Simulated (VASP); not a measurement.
# Te2Mo in VASP: single point with PBE+D3(BJ)

Aim: the single point of Te2Mo with PBE+D3(BJ).

Program: VASP 6.6.1. These are calculated values, not measurements. Logs are shortened: lines on timing, memory, paths and dates and some standing lists are left out, and cuts for length are marked.

## 1. The cell of the first run

The cell holds a slab with vacuum, 6 atoms: a = 3.504 Å, b = 3.504 Å, c = 24.768 Å, α = 90.00°, β = 90.00°, γ = 120.00°.

## 2. Single point, PBE+D3(BJ) (layers slid over each other)

INCAR reads:

```
PREC = Accurate ; ENCUT = 520
EDIFF = 1E-6 ; ISMEAR = 0
SIGMA = 0.05 ; LREAL = False
LASPH = True ; NELM = 100
ALGO = Normal ; ISIF = 2
LWAVE = False ; LCHARG = True
LDIPOL = True ; IDIPOL = 3
DIPOL = 0.5 0.5 0.406 ; GGA = PE
IVDW = 12 ; LELF = True
LVHAR = True ; LVACPOTAV = True
NBANDS = 35
```

KPOINTS reads:

```
regular mesh
0
Gamma
  9 9 1
```

POSCAR reads:

```
Te2Mo
1.0
    3.5038816881      0.0000000000      0.0000000000
   -1.7519408440      3.0344505538      0.0000000000
    0.0000000000      0.0000000000     24.7677198395
Te Mo
4 2
Direct
    0.3333333333      0.6666666667      0.1816881017
    0.3333333333      0.6666666667      0.3284056818
    0.5000000000      1.3333333333      0.4830424438
    0.5000000000      1.3333333333      0.6297600240
    0.6666666667      0.3333333333      0.2550468917
    0.8333333333      1.0000000000      0.5564012339
```

Potentials or basis: VASP PAW PBE potentials, release 64 (Te, Mo_sv).

On the command line:

```bash
> cat potpaw_PBE.64/Te/POTCAR potpaw_PBE.64/Mo_sv/POTCAR > POTCAR
> mpirun -np 1 vasp_std > vasp.out
```

OUTCAR:

```text
PREC = Accurate
   ENCUT = 520
   EDIFF = 1E-6
   ISMEAR = 0
   LREAL = False
   LASPH = True
   NELM = 100
   ISIF = 2
   GGA = PE
   IVDW = 12
 IVDW          = 12

 ion  position               nearest neighbor table
   1  0.333  0.667  0.182-   5 2.72   5 2.72   5 2.72   2 3.63
   2  0.333  0.667  0.328-   5 2.72   5 2.72   5 2.72   1 3.63
   3  0.500  0.333  0.483-   6 2.72   6 2.72   6 2.72   4 3.63
   4  0.500  0.333  0.630-   6 2.72   6 2.72   6 2.72   3 3.63
   5  0.667  0.333  0.255-   1 2.72   1 2.72   1 2.72   2 2.72   2 2.72   2 2.72
   6  0.833  0.000  0.556-   3 2.72   4 2.72   3 2.72   4 2.72   3 2.72   4 2.72

  LATTYP: Found a hexagonal cell.
 ALAT       =     3.5038816881
 C/A-ratio  =     7.0686518679

  Lattice vectors:

 A1 = (   3.5038816881,   0.0000000000,   0.0000000000)
 A2 = (  -1.7519408440,   3.0344505538,   0.0000000000)
 A3 = (   0.0000000000,   0.0000000000,  24.7677198395)

Analysis of symmetry for initial positions (statically):
=====================================================================
 Subroutine PRICEL returns:
 Original cell was already a primitive cell.

 Routine SETGRP: Setting up the symmetry group for a
 hexagonal supercell.

 Subroutine GETGRP returns: Found  1 space group operations
 (whereof  1 operations were pure point group operations)
 out of a pool of 24 trial point group operations.

The static configuration has the point symmetry C_1 .

Analysis of symmetry for dynamics (positions and initial velocities):
=====================================================================
 Subroutine PRICEL returns:
 Original cell was already a primitive cell.

 Routine SETGRP: Setting up the symmetry group for a
 hexagonal supercell.

 Subroutine GETGRP returns: Found  1 space group operations
 (whereof  1 operations were pure point group operations)
 out of a pool of 24 trial point group operations.

The dynamic configuration has the point symmetry C_1 .

 Subroutine INISYM returns: Found  1 space group operations
 (whereof  1 operations are pure point group operations),
 and found     1 'primitive' translations

----------------------------------------------------------------------------------------

                                     Primitive cell

  volume of cell :     263.3392

  direct lattice vectors                    reciprocal lattice vectors
     3.503881688  0.000000000  0.000000000     0.285397764  0.164774476  0.000000000
    -1.751940844  3.034450554  0.000000000     0.000000000  0.329548952  0.000000000
     0.000000000  0.000000000 24.767719839     0.000000000  0.000000000  0.040375134

  length of vectors
     3.503881688  3.503881688 24.767719839     0.329548952  0.329548952  0.040375134

[... 102 lines left out ...]
   EFERMI =   0.00;   METHOD = LEGACY
   ISMEAR =     0;   SIGMA  =   0.05  broadening in eV -4-tet -1-fermi 0-gaus
   EFERMI_NEDOS =   21; number of points for ismear=-14 and -15
   IALGO  =     38    algorithm
   IMIX   =      4    mixing-type and parameters
     AMIX     =   0.40;   BMIX     =  1.00
     AMIX_MAG =   1.60;   BMIX_MAG =  1.00
  volume/ion in A,a.u.               =      43.89       296.18
  Fermi-wavevector in a.u.,A,eV,Ry     =   0.953317  1.801508 12.365161  0.908814
  Thomas-Fermi vector in A             =   2.081961
   LORBIT       =      0    0 simple, 1 ext, 2 COOP (PROOUT), +10 PAW based schemes
   GGA     = PE    functional components
   LHFCALC =     F    Hartree Fock is set to
   AEXX    =    0.0000 exact exchange contribution
   IVDW    =    12    specifies the selected vdW correction
   LEPSILON=     F    determine dielectric tensor
   LRPA    =     F    only Hartree local field effects (RPA)
 non-spin polarized calculation
 Gauss-broadening in eV      SIGMA  =   0.05
  energy-cutoff  :      520.00
  volume of cell :      263.34
 maximum number of plane-waves:      7173
 NGX is ok and might be reduce to    28
   NGX = 13   NGY = 13   NGZ = 93

 dipolmoment           0.000000      0.000000     -0.000002 electrons x Angstroem

 number of electron      51.9999999 magnetization

 dipolmoment           0.000000      0.000000      0.001172 electrons x Angstroem

 Free energy of the ion-electron system (eV)
  ---------------------------------------------------
  ext. energy  EPLUGINS =         0.00000000
  ---------------------------------------------------
  free energy    TOTEN  =       -36.01115485 eV

  energy without entropy =      -36.01115485  energy(sigma->0) =      -36.01115485

 E-fermi :   2.8914     XC(G=0):  -6.4447

 val. band max:        2.4799756803   @ k =   0.3333   0.3333   0.0000
 cond. band min:       3.6225706244   @ k =   0.2222   0.2222   0.0000
 fundamental gap:      1.1425949441
 Fermi energy:         2.8913754367

 k-point     1 :       0.0000    0.0000    0.0000
  band No.  band energies     occupation
      1     -58.1949      2.00000
      2     -58.1772      2.00000
      3     -32.3722      2.00000
      4     -32.3539      2.00000
      5     -32.2278      2.00000
      6     -32.2273      2.00000
[... 901 lines left out ...]
     34       6.0728      0.00000
     35       7.3693      0.00000

 [... further k-points ...]

------------------------ aborting loop because EDIFF is reached ----------------------------------------

 Edisp (eV)   -2.72005

 E8    (eV) :    -1.2874

  FORCE on cell =-STRESS in cart. coord.  units (eV):
  Direction    XX          YY          ZZ          XY          YZ          ZX
  --------------------------------------------------------------------------------------
  -------------------------------------------------------------------------------------
  Total      -0.21355    -0.19648    -0.59671    -0.04896    -0.07619     0.13179
  in kB      -1.29928    -1.19539    -3.63042    -0.29787    -0.46355     0.80185
  external pressure =       -2.04 kB  Pullay stress =        0.00 kB

 VOLUME and BASIS-vectors are now :
 -----------------------------------------------------------------------------
  energy-cutoff  :      520.00
  volume of cell :      263.34
      direct lattice vectors                 reciprocal lattice vectors
     3.503881688  0.000000000  0.000000000     0.285397764  0.164774476  0.000000000
    -1.751940844  3.034450554  0.000000000     0.000000000  0.329548952  0.000000000
     0.000000000  0.000000000 24.767719839     0.000000000  0.000000000  0.040375134

 POSITION                                       TOTAL-FORCE (eV/Angst)
 -----------------------------------------------------------------------------------
     -0.00000      2.02297      4.50000         0.001802     -0.000085      0.000970
     -0.00000      2.02297      8.13386        -0.023452      0.012753      0.113215
      1.16796      1.01148     11.96386         0.020990     -0.013409     -0.106490
      1.16796      1.01148     15.59772         0.000633      0.000559      0.004629
      1.75194      1.01148      6.31693        -0.007290      0.004182      0.012315
      2.91990      0.00000     13.78079         0.007317     -0.004000     -0.024639
 -----------------------------------------------------------------------------------
    total drift:                                0.000327      0.000077     -0.000615

  FREE ENERGIE OF THE ION-ELECTRON SYSTEM (eV)
  ---------------------------------------------------
  free  energy   TOTEN  =       -38.7312024195 eV

  energy  without entropy=      -38.7312024195  energy(sigma->0) =      -38.73120242

 vacuum level on the upper side and lower side of the slab         7.316         7.297
```

OSZICAR:

```text
N       E                     dE             d eps       ncg     rms          rms(c)
DAV:   1     0.380730751524E+03    0.38073E+03   -0.25996E+04  3518   0.124E+03
DAV:   2    -0.125979632130E+02   -0.39333E+03   -0.38209E+03  3664   0.283E+02
DAV:   3    -0.364866061503E+02   -0.23889E+02   -0.23464E+02  3585   0.610E+01
[... 16 lines left out ...]
DAV:  20    -0.360111244731E+02   -0.30448E-04   -0.14606E-06  2335   0.563E-03    0.716E-03
DAV:  21    -0.360111430181E+02   -0.18545E-04   -0.50290E-07  2197   0.218E-03    0.540E-03
DAV:  22    -0.360111517165E+02   -0.86984E-05   -0.27317E-07  2155   0.191E-03    0.251E-03
DAV:  23    -0.360111541453E+02   -0.24287E-05   -0.91668E-08  1874   0.934E-04    0.915E-04
DAV:  24    -0.360111548453E+02   -0.70004E-06   -0.31685E-08  1698   0.444E-04
   1 F= -.38731202E+02 E0= -.38731202E+02  d E =-.276225E-32
```

stdout:

```text
POSCAR found type information on POSCAR TeMo
 POSCAR found :  2 types and       6 ions
 scaLAPACK will be used
 LDA part: xc-table for (Slater+PW92), standard interpolation
 POSCAR, INCAR and KPOINTS ok, starting setup
 FFT: planning ... GRIDC
 FFT: planning ... GRID_SOFT
 FFT: planning ... GRID
 WAVECAR not read
 entering main loop
 -----------------------------------------------------------------------------
|                                                                             |
|           W    W    AA    RRRRR   N    N  II  N    N   GGGG   !!!           |
|           W    W   A  A   R    R  NN   N  II  NN   N  G    G  !!!           |
|           W    W  A    A  R    R  N N  N  II  N N  N  G       !!!           |
|           W WW W  AAAAAA  RRRRR   N  N N  II  N  N N  G  GGG   !            |
|           WW  WW  A    A  R   R   N   NN  II  N   NN  G    G                |
|           W    W  A    A  R    R  N    N  II  N    N   GGGG   !!!           |
|                                                                             |
|     Did not find any points to average over, which means that no vacuum     |
|     field-free region was found. Please increase the size of  your cell     |
|     in the dimension of the dipole correction to obtain accurate            |
|     workfunction values.                                                    |
|                                                                             |
 -----------------------------------------------------------------------------
```

It took 19 min on 1 thread of Intel Xeon 8259CL, shared host; peak memory 0.59 GiB.

Results:

| Property | Result |
| --- | --- |
| Free energy | -38.7312 eV |
| Largest force | 0.116 eV/Å |
| Band gap on the k mesh | 1.14 eV (least direct gap 1.16 eV) |
| Dispersion energy per atom | -0.453 eV |

Forces on the atoms (eV/Å):
```
Te   0.002  0.000  0.001
Te  -0.023  0.013  0.113
Te   0.021 -0.013 -0.106
Te   0.001  0.001  0.005
Mo  -0.007  0.004  0.012
Mo   0.007 -0.004 -0.025
```

Caveat: the cell differs from its parent crystal (layers slid over each other); spin-orbit coupling is left out, which moves the levels of the heavy elements.
